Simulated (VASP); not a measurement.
Runs of VASP 6.6.1 on TaN. The structure is that of space group Fm-3m (No. 225), or close to it. The cells are those of the table. 

| task | potentials or basis | spin | cell | k mesh | cutoff (eV) | second run | gap on the mesh (eV) | pressure (GPa) | moment (μB) | relaxed volume (Å³/atom) |
| --- | --- | --- | --- | --- | --- | --- | --- | --- | --- | --- |
| single point | VASP PAW PBE potentials, release 64 (Ta_pv, N) | off | a = 3.111 Å, angles 60.0°, 2 atoms | 6 × 6 × 6 | 520 | - | none | 1.8 | - | - |
| single point | VASP PAW PBE potentials, release 64 (Ta_sv_GW, N) | collinear, ferromagnetic start | a = 3.082 Å, angles 60.0°, 2 atoms | 8 × 8 × 8 | 660 | valence_matched | none | 10.0 | 0.00 | - |
| single point | VASP PAW PBE potentials, release 64 (Ta_pv, N) | collinear, ferromagnetic start | a = 3.082 Å, angles 60.0°, 2 atoms | 8 × 8 × 8 | 520 | - | none | (a) | 0.00 | - |
| single point | VASP PAW PBE potentials, release 64 (Ta_sv_GW, N) | off | a = 3.111 Å, angles 60.0°, 2 atoms | 6 × 6 × 6 | 660 | valence_matched | none | -0.2 | - | - |
| relaxation of cell and atoms | VASP PAW PBE potentials, release 64 (Ta_sv_GW, N) | off | relaxed from a = 3.082 Å, angles 60.0°, 2 atoms | 6 × 6 × 6 | 660 | valence_matched | none | -0.2 | - | 10.64 |
| relaxation of cell and atoms | VASP PAW PBE potentials, release 64 (Ta_pv, N) | off | relaxed from a = 3.082 Å, angles 60.0°, 2 atoms | 6 × 6 × 6 | 600 | - | none | -0.3 | - | (b) |

Alike in all rows: level r2SCAN; smearing gaussian 0.1 eV.

Problem. Estimate the missing entries.

Solution. (a) 12.1; (b) 10.71.

Caveats: some runs use coarse meshes; the PAW data sets were made with another functional, which shifts forces and pressure a little; spin-orbit coupling is left out, which moves the levels of the heavy elements.

A k mesh can miss the band edges, and the runs leave out spin-orbit coupling on Ta.

A gap of «none» marks levels without a gap at the run's occupations.

The runs don't all hold the same shells in valence.
